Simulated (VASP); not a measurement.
# Rb (P6_3/mmc) in VASP: notebook

Runs on Rb. Level: PBE. Tasks: single point.

All numbers are computed with VASP 6.6.1; they aren't measurements. Logs are shortened: lines on timing, memory, paths and dates and some standing lists are left out, and cuts for length are marked.

### 1 The cell of the first run

Symmetry: P6_3/mmc, No. 194, hexagonal system. Conventional cell: a = 4.984 Å, b = 4.984 Å, c = 8.270 Å, α = 90.00°, β = 90.00°, γ = 120.00°.

This isn't the form of Rb at room conditions, which is bcc.

### 2 Single point, PBE

INCAR

```
SYSTEM = Rb
ALGO = Normal
EDIFF = 1E-7
ENCUT = 520
GGA = PE
ISIF = 2
ISMEAR = -1
LASPH = .TRUE.
LCHARG = .TRUE.
LELF = .TRUE.
LREAL = .FALSE.
LVHAR = .TRUE.
LWAVE = .FALSE.
NBANDS = 16
NELM = 100
PREC = Accurate
SIGMA = 0.05
```

KPOINTS

```
k-points
0
G
  6 6 3
  0 0 0
```

POSCAR

```
Rb
1.0
    4.9843368720      0.0000000000      0.0000000000
   -2.4921684360      4.3165623521      0.0000000000
    0.0000000000      0.0000000000      8.2697227262
Rb
2
Direct
    0.6666666667      0.3333333333      0.7500000000
    0.3333333333      0.6666666667      0.2500000000
```

Potentials or basis: VASP PAW PBE potentials, release 64 (Rb_sv).

Run with:

```bash
> cat potpaw_PBE.64/Rb_sv/POTCAR > POTCAR
> mpirun -np 1 vasp_std > vasp.out
```

OUTCAR:

```text
SYSTEM = Rb
   EDIFF = 1E-7
   ENCUT = 520
   GGA = PE
   ISIF = 2
   ISMEAR = -1
   LASPH = .TRUE.
   LREAL = .FALSE.
   NELM = 100
   PREC = Accurate

 ion  position               nearest neighbor table
   1  0.667  0.333  0.750-   2 5.04   2 5.04   2 5.04   2 5.04   2 5.04   2 5.04
   2  0.333  0.667  0.250-   1 5.04   1 5.04   1 5.04   1 5.04   1 5.04   1 5.04

  LATTYP: Found a hexagonal cell.
 ALAT       =     4.9843368720
 C/A-ratio  =     1.6591420160

  Lattice vectors:

 A1 = (   4.9843368720,   0.0000000000,   0.0000000000)
 A2 = (  -2.4921684360,   4.3165623521,   0.0000000000)
 A3 = (   0.0000000000,   0.0000000000,   8.2697227262)

Analysis of symmetry for initial positions (statically):
=====================================================================
 Subroutine PRICEL returns:
 Original cell was already a primitive cell.

 Routine SETGRP: Setting up the symmetry group for a
 hexagonal supercell.

 Subroutine GETGRP returns: Found 24 space group operations
 (whereof 12 operations were pure point group operations)
 out of a pool of 24 trial point group operations.

The static configuration has the point symmetry D_3d.
 The point group associated with its full space group is D_6h.

Analysis of symmetry for dynamics (positions and initial velocities):
=====================================================================
 Subroutine PRICEL returns:
 Original cell was already a primitive cell.

 Routine SETGRP: Setting up the symmetry group for a
 hexagonal supercell.

 Subroutine GETGRP returns: Found 24 space group operations
 (whereof 12 operations were pure point group operations)
 out of a pool of 24 trial point group operations.

The dynamic configuration has the point symmetry D_3d.
 The point group associated with its full space group is D_6h.

 Subroutine INISYM returns: Found 24 space group operations
 (whereof 12 operations are pure point group operations),
 and found     1 'primitive' translations

----------------------------------------------------------------------------------------

                                     Primitive cell

  volume of cell :     177.9247

  direct lattice vectors                    reciprocal lattice vectors
     4.984336872  0.000000000  0.000000000     0.200628494  0.115832915  0.000000000
    -2.492168436  4.316562352  0.000000000     0.000000000  0.231665830  0.000000000
     0.000000000  0.000000000  8.269722726     0.000000000  0.000000000  0.120923039

  length of vectors
     4.984336872  4.984336872  8.269722726     0.231665830  0.231665830  0.120923039

  position of ions in fractional coordinates (direct lattice)
     0.666666667  0.333333333  0.750000000
     0.333333333  0.666666667  0.250000000

  ion indices of the primitive-cell ions
   primitive index   ion index
                 1           1
                 2           2

----------------------------------------------------------------------------------------

 KPOINTS: k-points

Automatic generation of k-mesh.
 Grid dimensions read from file:
 generate k-points for:    6    6    3

 Generating k-lattice:

  Cartesian coordinates                     Fractional coordinates (reciprocal lattice)
     0.033438082  0.019305486  0.000000000     0.166666667  0.000000000  0.000000000
     0.000000000  0.038610972  0.000000000     0.000000000  0.166666667  0.000000000
     0.000000000  0.000000000  0.040307680     0.000000000  0.000000000  0.333333333

  Length of vectors
     0.038610972  0.038610972  0.040307680

  Shift w.r.t. Gamma in fractional coordinates (k-lattice)
     0.000000000  0.000000000  0.000000000

 Subroutine IBZKPT returns following result:
 ===========================================

 Found     14 irreducible k-points:

 Following reciprocal coordinates:
            Coordinates               Weight
  0.000000  0.000000  0.000000      1.000000
  0.166667 -0.000000  0.000000      6.000000
  0.333333  0.000000  0.000000      6.000000
  0.500000 -0.000000  0.000000      3.000000
  0.166667  0.166667  0.000000      6.000000
  0.333333  0.166667  0.000000     12.000000
  0.333333  0.333333  0.000000      2.000000
  0.000000  0.000000  0.333333      2.000000
  0.166667 -0.000000  0.333333     12.000000
  0.333333  0.000000  0.333333     12.000000
  0.500000 -0.000000  0.333333      6.000000
  0.166667  0.166667  0.333333     12.000000
  0.333333  0.166667  0.333333     24.000000
  0.333333  0.333333  0.333333      4.000000
   k-points           NKPTS =     14   k-points in BZ     NKDIM =     14   number of bands    NBANDS=     16
   number of dos      NEDOS =    301   number of ions     NIONS =      2
   total plane-waves  NPLWV = 102400
   dimension x,y,z NGX =    40 NGY =   40 NGZ =   64
   dimension x,y,z NGXF=    80 NGYF=   80 NGZF=  128
   ions per type =               2
   NGX,Y,Z   is equivalent  to a cutoff of  13.34, 13.34, 12.87 a.u.
   NGXF,Y,Z  is equivalent  to a cutoff of  26.68, 26.68, 25.73 a.u.
 SYSTEM =  Rb
   PREC   = accura    normal or accurate (medium, high low for compatibility)
   ISTART =      0    job   : 0-new  1-cont  2-samecut
   ICHARG =      2    charge: 1-file 2-atom 10-const
   ISPIN  =      1    spin polarized calculation?
   LNONCOLLINEAR =      F non collinear calculations
   LSORBIT =      F    spin-orbit coupling
   LASPH  =      T    aspherical Exc in radial PAW
   ENCUT  =  520.0 eV  38.22 Ry    6.18 a.u.   9.27  9.27 15.38*2*pi/ulx,y,z
   NELM   =    100;   NELMIN=  2; NELMDL= -5     # of ELM steps
   EDIFF  = 0.1E-06   stopping-criterion for ELM
   LREAL  =      F    real-space projection
   EDIFFG = 0.1E-05   stopping-criterion for IOM
   NSW    =      0    number of steps for IOM
   IBRION =     -1    ionic relax: 0-MD 1-quasi-New 2-CG
   NFREE  =      0    steps in history (QN), initial steepest desc. (CG)
   ISIF   =      2    stress and relaxation
   ISYM   =      2    0-nonsym 1-usesym 2-fastsym
   POTIM  = 0.5000    time-step for ionic-motion
   TEBEG  =    0.0;   TEEND  =   0.0 temperature during run
   PSTRESS=    0.0 pullay stress
   NELECT =      18.0000    total number of electrons
   NUPDOWN=      -1.0000    fix difference up-down
   EMIN   =  10.00;   EMAX   =-10.00  energy-range for DOS
   EFERMI =   0.00;   METHOD = LEGACY
   ISMEAR =    -1;   SIGMA  =   0.05  broadening in eV -4-tet -1-fermi 0-gaus
   EFERMI_NEDOS =   21; number of points for ismear=-14 and -15
   IALGO  =     38    algorithm
   IMIX   =      4    mixing-type and parameters
     AMIX     =   0.40;   BMIX     =  1.00
     AMIX_MAG =   1.60;   BMIX_MAG =  1.00
  volume/ion in A,a.u.               =      88.96       600.35
  Fermi-wavevector in a.u.,A,eV,Ry     =   0.762817  1.441515  7.917086  0.581889
  Thomas-Fermi vector in A             =   1.862362
   LORBIT       =      0    0 simple, 1 ext, 2 COOP (PROOUT), +10 PAW based schemes
   GGA     = PE    functional components
   LHFCALC =     F    Hartree Fock is set to
   AEXX    =    0.0000 exact exchange contribution
   IVDW    =     0    specifies the selected vdW correction
   LEPSILON=     F    determine dielectric tensor
   LRPA    =     F    only Hartree local field effects (RPA)
 non-spin polarized calculation
  energy-cutoff  :      520.00
  volume of cell :      177.92
 maximum number of plane-waves:      4807
 NGX is ok and might be reduce to    40
   NGX = 19   NGY = 19   NGZ = 31

 number of electron      18.0000000 magnetization

 Free energy of the ion-electron system (eV)
  ---------------------------------------------------
  ext. energy  EPLUGINS =         0.00000000
  ---------------------------------------------------
  free energy    TOTEN  =        -1.85976335 eV

  energy without entropy =       -1.83340952  energy(sigma->0) =       -1.84658644

 E-fermi :   0.0505     XC(G=0):  -5.5204

 val. band max:       -0.0815585193   @ k =   0.1667   0.1667   0.3333
 cond. band min:       0.0611870989   @ k =   0.3333   0.1667   0.3333
 fundamental gap:      0.1427456183
 Fermi energy:         0.0504820679

 k-point     1 :       0.0000    0.0000    0.0000
  band No.  band energies     occupation
      1     -28.8222      2.00000
      2     -28.8183      2.00000
      3     -12.9614      2.00000
      4     -12.8763      2.00000
      5     -12.8763      2.00000
      6     -12.8636      2.00000
[... 8 lines left out ...]
     15       3.9751      0.00000
     16       3.9751      0.00000

 k-point     2 :       0.1667   -0.0000    0.0000
  band No.  band energies     occupation
      1     -28.8212      2.00000
      2     -28.8177      2.00000
      3     -12.9526      2.00000
      4     -12.8968      2.00000
      5     -12.8845      2.00000
      6     -12.8826      2.00000
[... 8 lines left out ...]
     15       3.7812      0.00000
     16       3.9441      0.00000

 k-point     3 :       0.3333    0.0000    0.0000
  band No.  band energies     occupation
      1     -28.8191      2.00000
      2     -28.8168      2.00000
      3     -12.9383      2.00000
      4     -12.9318      2.00000
      5     -12.9248      2.00000
      6     -12.8944      2.00000
[... 8 lines left out ...]
     15       3.6689      0.00000
     16       4.2961      0.00000

 k-point     4 :       0.5000   -0.0000    0.0000
  band No.  band energies     occupation
      1     -28.8178      2.00000
      2     -28.8165      2.00000
      3     -12.9591      2.00000
      4     -12.9442      2.00000
      5     -12.9168      2.00000
      6     -12.9002      2.00000
[... 8 lines left out ...]
     15       3.5028      0.00000
     16       4.5725      0.00000
[... 134 lines left out ...]
 k-point    12 :       0.1667    0.1667    0.3333
  band No.  band energies     occupation
      1     -28.8190      2.00000
      2     -28.8177      2.00000
      3     -12.9380      2.00000
      4     -12.9253      2.00000
      5     -12.9025      2.00000
      6     -12.8927      2.00000
[... 8 lines left out ...]
     15       3.3497      0.00000
     16       3.9803      0.00000

 k-point    13 :       0.3333    0.1667    0.3333
  band No.  band energies     occupation
      1     -28.8175      2.00000
      2     -28.8169      2.00000
      3     -12.9537      2.00000
      4     -12.9471      2.00000
      5     -12.9105      2.00000
      6     -12.9007      2.00000
[... 8 lines left out ...]
     15       3.1633      0.00000
     16       4.0395      0.00000

 k-point    14 :       0.3333    0.3333    0.3333
  band No.  band energies     occupation
      1     -28.8168      2.00000
      2     -28.8168      2.00000
      3     -12.9408      2.00000
      4     -12.9408      2.00000
      5     -12.9338      2.00000
      6     -12.9198      2.00000
[... 8 lines left out ...]
     15       3.3404      0.00000
     16       4.3808      0.00000

------------------------ aborting loop because EDIFF is reached ----------------------------------------

  FORCE on cell =-STRESS in cart. coord.  units (eV):
  Direction    XX          YY          ZZ          XY          YZ          ZX
  --------------------------------------------------------------------------------------
  -------------------------------------------------------------------------------------
  Total        0.1557796      0.1557796      0.0254353      0.0000000      0.0000000      0.0000000
  in kB        1.4027644      1.4027644      0.2290398      0.0000000      0.0000000      0.0000000
  external PRESSURE =       1.0115228 kB  Pullay stress =       0.0000000 kB

 VOLUME and BASIS-vectors are now :
 -----------------------------------------------------------------------------
  energy-cutoff  :      520.00
  volume of cell :      177.92
      direct lattice vectors                 reciprocal lattice vectors
     4.984336872  0.000000000  0.000000000     0.200628494  0.115832915  0.000000000
    -2.492168436  4.316562352  0.000000000     0.000000000  0.231665830  0.000000000
     0.000000000  0.000000000  8.269722726     0.000000000  0.000000000  0.120923039

 POSITION                                       TOTAL-FORCE (eV/Angst)
 -----------------------------------------------------------------------------------
      2.49217      1.43885      6.20229         0.000000     -0.000000      0.000000
     -0.00000      2.87771      2.06743        -0.000000      0.000000      0.000000
 -----------------------------------------------------------------------------------
    total drift:                                0.000000     -0.000000      0.000000

  FREE ENERGIE OF THE ION-ELECTRON SYSTEM (eV)
  ---------------------------------------------------
  free  energy   TOTEN  =        -1.8597633532 eV

  energy  without entropy=       -1.8334095201  energy(sigma->0) =       -1.84658644
```

Wall time 41 s (1 thread of Intel Xeon Platinum 8259CL at 2.50GHz (Skylake/Cascade Lake), shared host); peak memory 0.3 GiB.

What came out:

```yaml
Free_energy: -1.8598 eV
Pressure: 0.1 GPa
Band_gap_on_the_k_mesh: zero (bands 9 and 10 overlap by 1.77 eV)
```

Levels at points of the mesh, in eV from the Fermi level:
| k point | band 6 | band 7 | band 8 | band 9 | band 10 | band 11 | band 12 | band 13 |
| --- | --- | --- | --- | --- | --- | --- | --- | --- |
| (0.00, 0.00, 0.00) | -12.91 | -12.91 | -12.91 | -1.99 | 0.10 | 0.64 | 3.51 | 3.53 |
| (0.50, 0.00, 0.00) | -12.95 | -12.94 | -12.93 | 0.07 | 0.34 | 1.29 | 1.57 | 2.07 |

### 3 Single point, PBE

This run uses another cell than the first one, of 90.86 Å³/atom.

INCAR

```
  PREC = Accurate
  ENCUT = 520
  EDIFF = 1E-7
  ISMEAR = -1
  SIGMA = 0.05
  LREAL = False
  LASPH = True
  NELM = 80
  ALGO = Fast
  ISIF = 2
  LWAVE = False
  LCHARG = True
  GGA = PE
  LELF = True
  LVHAR = True
  NBANDS = 16
```

KPOINTS

```
regular mesh
0
Gamma
  6 6 3
```

POSCAR

```
Rb
1.0
    5.0194389924      0.0000000000      0.0000000000
   -2.5097194962      4.3469616801      0.0000000000
    0.0000000000      0.0000000000      8.3279621290
Rb
2
Direct
    0.6666666667      0.3333333333      0.7500000000
    0.3333333333      0.6666666667      0.2500000000
```

Potentials or basis: VASP PAW PBE potentials, release 64 (Rb_sv).

Run with:

```bash
> cat potpaw_PBE.64/Rb_sv/POTCAR > POTCAR
> mpirun -np 1 vasp_std > vasp.out
```

Run time: 54 s. Hardware: 1 thread of Intel Xeon Platinum 8259CL at 2.50GHz (Skylake/Cascade Lake), shared host; peak memory 0.31 GiB.

It converged, with:

```yaml
Free_energy: -1.8614 eV
Pressure: 0.0 GPa
Band_gap_on_the_k_mesh: zero (bands 9 and 10 overlap by 1.76 eV)
```

Stress tensor (GPa, compression positive):
```
 0.07  0.00  0.00
 0.00  0.07  0.00
 0.00  0.00 -0.04
```

Levels at points of the mesh, in eV from the Fermi level:
| k point | band 6 | band 7 | band 8 | band 9 | band 10 | band 11 | band 12 | band 13 |
| --- | --- | --- | --- | --- | --- | --- | --- | --- |
| (0.00, 0.00, 0.00) | -12.93 | -12.93 | -12.93 | -1.96 | 0.11 | 0.62 | 3.49 | 3.52 |
| (0.50, 0.00, 0.00) | -12.96 | -12.95 | -12.94 | 0.07 | 0.34 | 1.30 | 1.58 | 2.05 |

### 4 Single point, PBE

This run uses another cell than the first one, of 92.75 Å³/atom.

INCAR

```
SYSTEM = Rb
PREC = Accurate ; ENCUT = 520
EDIFF = 1E-7 ; ISMEAR = -1
SIGMA = 0.05 ; LREAL = .False.
LASPH = .True. ; NELM = 60
ALGO = Normal ; ISIF = 2
LWAVE = .False. ; LCHARG = .True.
GGA = PE ; LELF = .True.
LVHAR = .True. ; NBANDS = 16
```

KPOINTS

```
regular mesh
0
Gamma
  6 6 3
  0 0 0
```

POSCAR

```
Rb
1.0
    5.0540569069      0.0000000000      0.0000000000
   -2.5270284535      4.3769416735      0.0000000000
    0.0000000000      0.0000000000      8.3853981656
Rb
2
Direct
    0.6666666667      0.3333333333      0.7500000000
    0.3333333333      0.6666666667      0.2500000000
```

Potentials or basis: VASP PAW PBE potentials, release 64 (Rb_sv).

Run with:

```bash
> cat potpaw_PBE.64/Rb_sv/POTCAR > POTCAR
> mpirun -np 1 vasp_std > vasp.out
```

OUTCAR:

```text
SYSTEM = Rb
   PREC = Accurate
   ENCUT = 520
   EDIFF = 1E-7
   ISMEAR = -1
   LREAL = .False.
   LASPH = .True.
   NELM = 60
   ISIF = 2
   GGA = PE

 ion  position               nearest neighbor table
   1  0.667  0.333  0.750-   2 5.11   2 5.11   2 5.11   2 5.11   2 5.11   2 5.11
   2  0.333  0.667  0.250-   1 5.11   1 5.11   1 5.11   1 5.11   1 5.11   1 5.11

  LATTYP: Found a hexagonal cell.
 ALAT       =     5.0540569069
 C/A-ratio  =     1.6591420160

  Lattice vectors:

 A1 = (   5.0540569069,   0.0000000000,   0.0000000000)
 A2 = (  -2.5270284535,   4.3769416735,   0.0000000000)
 A3 = (   0.0000000000,   0.0000000000,   8.3853981656)

Analysis of symmetry for initial positions (statically):
=====================================================================
 Subroutine PRICEL returns:
 Original cell was already a primitive cell.

 Routine SETGRP: Setting up the symmetry group for a
 hexagonal supercell.

 Subroutine GETGRP returns: Found 24 space group operations
 (whereof 12 operations were pure point group operations)
 out of a pool of 24 trial point group operations.

The static configuration has the point symmetry D_3d.
 The point group associated with its full space group is D_6h.
[... 150 lines left out ...]

 E-fermi :  -0.0441     XC(G=0):  -5.4200

 val. band max:       -0.1749139449   @ k =   0.1667   0.1667   0.3333
 cond. band min:      -0.0336150731   @ k =   0.3333   0.1667   0.3333
 fundamental gap:      0.1412988718
 Fermi energy:        -0.0440970528

 k-point     1 :       0.0000    0.0000    0.0000
  band No.  band energies     occupation
      1     -28.9374      2.00000
      2     -28.9342      2.00000
      3     -13.0669      2.00000
      4     -12.9939      2.00000
      5     -12.9939      2.00000
      6     -12.9828      2.00000
[... 243 lines left out ...]
      3     -13.0495      2.00000
      4     -13.0495      2.00000
      5     -13.0435      2.00000
      6     -13.0314      2.00000
[... 8 lines left out ...]
     15       3.2016      0.00000
     16       4.1651      0.00000

------------------------ aborting loop because EDIFF is reached ----------------------------------------

  FORCE on cell =-STRESS in cart. coord.  units (eV):
  Direction    XX          YY          ZZ          XY          YZ          ZX
  --------------------------------------------------------------------------------------
  -------------------------------------------------------------------------------------
  Total        0.0211129      0.0211129     -0.1077793     -0.0000000      0.0000000      0.0000000
  in kB        0.1823579      0.1823579     -0.9309181     -0.0000000      0.0000000      0.0000000
  external PRESSURE =      -0.1887341 kB  Pullay stress =       0.0000000 kB

 VOLUME and BASIS-vectors are now :
 -----------------------------------------------------------------------------
  energy-cutoff  :      520.00
  volume of cell :      185.50
      direct lattice vectors                 reciprocal lattice vectors
     5.054056907  0.000000000  0.000000000     0.197860851  0.114235016  0.000000000
    -2.527028453  4.376941674  0.000000000     0.000000000  0.228470031  0.000000000
     0.000000000  0.000000000  8.385398166     0.000000000  0.000000000  0.119254922

 POSITION                                       TOTAL-FORCE (eV/Angst)
 -----------------------------------------------------------------------------------
      2.52703      1.45898      6.28905         0.000000     -0.000000      0.000000
     -0.00000      2.91796      2.09635        -0.000000      0.000000     -0.000000
 -----------------------------------------------------------------------------------
    total drift:                               -0.000000      0.000000     -0.000000

  FREE ENERGIE OF THE ION-ELECTRON SYSTEM (eV)
  ---------------------------------------------------
  free  energy   TOTEN  =        -1.8616340630 eV

  energy  without entropy=       -1.8352091147  energy(sigma->0) =       -1.84842159
```

stdout:

```text
POSCAR found type information on POSCAR Rb
 POSCAR found :  1 types and       2 ions
 scaLAPACK will be used
 LDA part: xc-table for (Slater+PW92), standard interpolation
 POSCAR, INCAR and KPOINTS ok, starting setup
 FFT: planning ... GRIDC
 FFT: planning ... GRID_SOFT
 FFT: planning ... GRID
 WAVECAR not read
 entering main loop
```

Run time: 52 s. Hardware: 1 thread of Intel Xeon Platinum 8259CL at 2.50GHz (Skylake/Cascade Lake), shared host; peak memory 0.3 GiB.

What came out:

* Free energy: -1.8616 eV
* Pressure: 0.0 GPa
* Band gap on the k mesh: zero (bands 9 and 10 overlap by 1.75 eV)

Stress tensor (GPa, compression positive):
```
 0.02  0.00  0.00
 0.00  0.02  0.00
 0.00  0.00 -0.09
```

(Part 1 of 2 ends here.)

The gap in the log of VASP goes by the Fermi energy; the results here count the filled bands.